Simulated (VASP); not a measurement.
**InAg2I3: single point with PBE**

The system is InAg2I3.

```xyz
6
Lattice="6.0977 0.0000 0.0000 -3.0489 5.2808 0.0000 0.0000 0.0000 10.6992" Properties=species:S:1:pos:R:3 pbc="T T T"
In    0.0000    0.0000    5.3496
Ag    0.0000    0.0000    2.6721
Ag    0.0000    0.0000    8.0271
I     0.0000    3.5205    5.3496
I     3.0489    1.7603    5.3496
I     0.0000    0.0000    0.0000
```

The cell was generated, and may not be a known phase.

```
Program             : VASP 6.6.1
Task                : single point
Functional          : PBE
Potentials or basis : VASP PAW PBE potentials, release 64 (In_d, Ag, I)
Cutoff              : 520 eV
k mesh              : 6 × 6 × 2
Occupations         : gaussian, width 0.1 eV
Spin                : no spin polarisation
```

```yaml
Pressure: -0.1 GPa
Band_gap_on_the_k_mesh: zero (bands 28 and 29 overlap by 0.18 eV)
```

Forces in eV/Å, atoms in the order of the input:
```
In   0.000  0.000  0.000
Ag   0.000  0.000  0.002
Ag   0.000  0.000 -0.002
I    0.000  0.000  0.000
I    0.000  0.000  0.000
I    0.000  0.000  0.000
```

Stress tensor (GPa, compression positive):
```
-0.10  0.00  0.00
 0.00 -0.10  0.00
 0.00  0.00 -0.02
```

Levels at points of the mesh, in eV from the Fermi level:
```tsv
k point	band 25	band 26	band 27	band 28	band 29	band 30	band 31	band 32
(0.00, 0.00, 0.00)	-1.40	-0.73	-0.73	-0.71	0.70	1.84	4.30	4.30
(0.50, 0.00, 0.00)	-0.85	-0.84	-0.82	-0.01	0.15	2.28	3.24	3.56
(0.00, 0.00, 0.50)	-1.32	-0.80	-0.80	-0.71	0.28	3.60	4.12	4.14
(0.50, 0.00, 0.50)	-0.91	-0.84	-0.82	-0.21	-0.01	3.00	3.43	4.20
```

It took 6.9 min on 1 thread of Oxide Virtual Turin-like Processor, on a shared host, peak memory 0.5 GiB.

Caveat: spin-orbit coupling is left out, which moves the levels of the heavy elements.
